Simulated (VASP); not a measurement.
A run of VASP 6.6.1:

Contents of INCAR:

```
SYSTEM = B2SbP3
PREC = Accurate
ENCUT = 600
EDIFF = 1E-7
ISMEAR = 0
SIGMA = 0.1
LREAL = .False.
LASPH = .True.
NELM = 80
ALGO = Normal
ISIF = 3
LWAVE = .False.
LCHARG = .False.
GGA = PE
IBRION = 2
NSW = 90
EDIFFG = -0.04
```

The input KPOINTS:

```
Automatic mesh
0
Gamma
  6 6 4
  0 0 0
```

The input POSCAR:

```
B2SbP3
1.0
    4.7053713600      0.0000000000      0.0000000000
   -2.3526856800      4.0749711300      0.0000000000
    0.0000000000      0.0000000000      6.5055137200
B Sb P
2 1 3
Direct
    0.3333333300      0.6666666700      0.4702565000
    0.6666666700      0.3333333300      0.4702565000
    0.0000000000      0.0000000000      0.5411112300
    0.3333333300      0.6666666700      0.8737569600
    0.6666666700      0.3333333300      0.8737569600
    0.0000000000      0.0000000000      0.2404143900
```

Potentials or basis: VASP PAW PBE potentials, release 64 (B, Sb, P).

Launch:

```console
$ cat potpaw_PBE.64/B/POTCAR potpaw_PBE.64/Sb/POTCAR potpaw_PBE.64/P/POTCAR > POTCAR
$ mpirun -np 1 vasp_std > vasp.out
```

Hardware: 1 thread of AMD EPYC 9R45 96-Core Processor (Zen 5) (shared host).

Task: How long does it take, and how much memory?

Result: Run time: 25 min on 1 thread of AMD EPYC 9R45 96-Core Processor (Zen 5), with other jobs on the host, peak memory 0.3 GiB. Counts: scf iterations 486, k points 21, ion steps 53.
